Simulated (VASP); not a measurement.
O, 2 atoms in the cell. It takes space group Fd-3m (No. 227, cubic). Conventional cell: a = 4.111 Å, b = 4.111 Å, c = 4.111 Å, α = 90.00°, β = 90.00°, γ = 90.00°. Within 2.4 Å of O (site symmetry -43m) lie 4 O at 1.78 Å.  This cell differs from its parent crystal: volume scaled by 0.88.

```yaml
Program: VASP 6.6.1
Task: single point
Functional: LDA
Potentials_or_basis: VASP PAW LDA potentials, release 64 (O)
Cutoff: 520 eV
k_mesh: 14 × 14 × 14
Occupations: fermi-dirac, width 0.08 eV
Spin: no spin polarisation
Dipole_correction: no
Further_INCAR_settings: ALGO = Normal; EDIFF = 1e-07; NBANDS = 13
```

Potentials or basis: VASP PAW LDA potentials, release 64 (O).

Run with:

```bash
$ cat potpaw_LDA.64/O/POTCAR > POTCAR
$ mpirun -np 1 vasp_std > vasp.out
```

Hardware: 1 thread of Intel(R) Xeon(R) 6975P-C (Granite Rapids) (shared host).

Question: How long does it take, and how much memory?

Answer: Wall time 6.6 s on 1 thread of Intel(R) Xeon(R) 6975P-C (Granite Rapids), on a shared host, peak memory 0.12 GiB. Counts: scf iterations 11, k points 104.
